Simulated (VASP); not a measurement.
Set up this calculation in VASP 6.6.1, as the native input.

```yaml
Task: single point
Functional: PBE
Potentials_or_basis: VASP PAW PBE potentials, release 64 (As)
Cutoff: 520 eV
k_mesh: 20 × 20 × 20
Occupations: gaussian, width 0.1 eV
Spin: no spin polarisation
Dipole_correction: no
Further_INCAR_settings: ALGO = Normal; EDIFF = 1e-06; NBANDS = 8
```

The structure of As lies in POSCAR:

```
As
1.0
    2.7304825675      0.0000000000      0.0000000000
    0.0000000000      2.7304825675      0.0000000000
    0.0000000000      0.0000000000      2.7304081352
As
1
Direct
    0.5000000000      0.5000000000      0.0000000000
```

These files were run (other wordings do the same):

INCAR

```
ALGO = Normal
EDIFF = 1E-6
ENCUT = 520
GGA = PE
ISIF = 2
ISMEAR = 0
LASPH = True
LCHARG = False
LREAL = False
LWAVE = False
NBANDS = 8
NELM = 100
PREC = Accurate
SIGMA = 0.1
```

KPOINTS

```
k-points
0
Gamma
  20 20 20
```

Potentials or basis: VASP PAW PBE potentials, release 64 (As).

Command:

```console
$ cat potpaw_PBE.64/As/POTCAR > POTCAR
$ mpirun -np 1 vasp_std > vasp.out
```

It gave:

```yaml
Pressure: 0.2 GPa
```

Wall time 42 s on 1 thread of Intel(R) Xeon(R) Platinum 8259CL CPU @ 2.50GHz (Skylake/Cascade Lake), on a shared host, peak memory 0.22 GiB.
